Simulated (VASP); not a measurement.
A run of VASP 6.6.1:

Contents of POSCAR:

```
SnSe2
1.0
    1.9122916099      1.1040620758      6.3350941756
   -1.9122916099      1.1040620758      6.3350941756
    0.0000000000     -2.2081241515      6.3350941756
Sn Se
1 2
Direct
    0.0000000000      0.0000000000      0.0000000000
    0.2505568959      0.2505568959      0.2505568959
    0.7494431041      0.7494431041      0.7494431041
```

File INCAR.step1:

```
SYSTEM = SnSe2
PREC = Accurate ; ENCUT = 550
ISMEAR = 0 ; SIGMA = 0.01
LREAL = .False. ; LASPH = .True.
NELM = 120 ; NBANDS = 20
GGA = PE ; ALGO = Normal
EDIFF = 1E-5 ; LWAVE = .True.
LCHARG = .False. ; GGA_COMPAT = .False.
```

Contents of INCAR.step2:

```
SYSTEM = SnSe2
PREC = Accurate ; ENCUT = 550
EDIFF = 1E-6 ; ISMEAR = 0
SIGMA = 0.01 ; LREAL = .False.
LASPH = .True. ; NELM = 120
ALGO = Normal ; ISIF = 2
LWAVE = .False. ; LCHARG = .False.
METAGGA = R2SCAN ; LMIXTAU = .True.
NBANDS = 20 ; ISTART = 1
GGA_COMPAT = .False.
```

Contents of KPOINTS:

```
Automatic mesh
0
Gamma
  8 8 8
  0 0 0
```

Potentials or basis: VASP PAW PBE potentials, release 64 (Sn_d, Se).

Command:

```sh
$ cat potpaw_PBE.64/Sn_d/POTCAR potpaw_PBE.64/Se/POTCAR > POTCAR
$ cp INCAR.step1 INCAR
$ mpirun -np 1 vasp_std > vasp.out
$ cp INCAR.step2 INCAR
$ mpirun -np 1 vasp_std > vasp.out
```

Hardware: 1 thread of AMD EPYC 7R13, on a shared host.

**Question.** How long does it take, and how much memory?

**Answer.** Wall time 43 min on 1 thread of AMD EPYC 7R13 (shared host), peak memory 0.46 GiB. Counts: k points 65.
